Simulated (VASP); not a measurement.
Here is a VASP 6.6.1 calculation.

File INCAR:

```
PREC     = Accurate       # precision mode
ENCUT    = 520            # plane-wave cutoff, eV
EDIFF    = 1E-6           # SCF threshold, eV
ISMEAR   = 1              # smearing method
SIGMA    = 0.5            # smearing width, eV
LREAL    = F              # projectors in reciprocal space
LASPH    = T              # aspherical terms in the spheres
NELM     = 80             # most SCF steps
ALGO     = Normal         # electronic algorithm
ISIF     = 2              # what is computed and relaxed
LWAVE    = F              # write WAVECAR
LCHARG   = T              # write CHGCAR
GGA      = CA             # functional
LELF     = T              # ELF
LVHAR    = T            
NBANDS   = 18             # bands
```

KPOINTS

```
Automatic mesh
0
Gamma
  13 13 12
```

Contents of POSCAR:

```
Cu
1.0
    1.2184640000     -3.9763780000      0.0000000000
    1.2184640000      3.9763780000      0.0000000000
    0.0000000000      0.0000000000      2.4754960000
Cu
2
Direct
    0.1338670000      0.8661330000      0.2500000000
    0.8661330000      0.1338670000      0.7500000000
```

Potentials or basis: VASP PAW LDA potentials, release 64 (Cu).

The run is started by

```console
$ cat potpaw_LDA.64/Cu/POTCAR > POTCAR
$ mpirun -np 1 vasp_std > vasp.out
```

Predict the band gap on the k mesh.

zero (band 11 reaches 11.10 eV, above the bottom of band 12 at 5.48 eV).

What does it give for the largest force?

0.043 eV/Å.

Stress tensor (GPa, compression positive):
```
-6.16  0.00  0.00
 0.00 -7.01  0.00
 0.00  0.00 -6.53
```
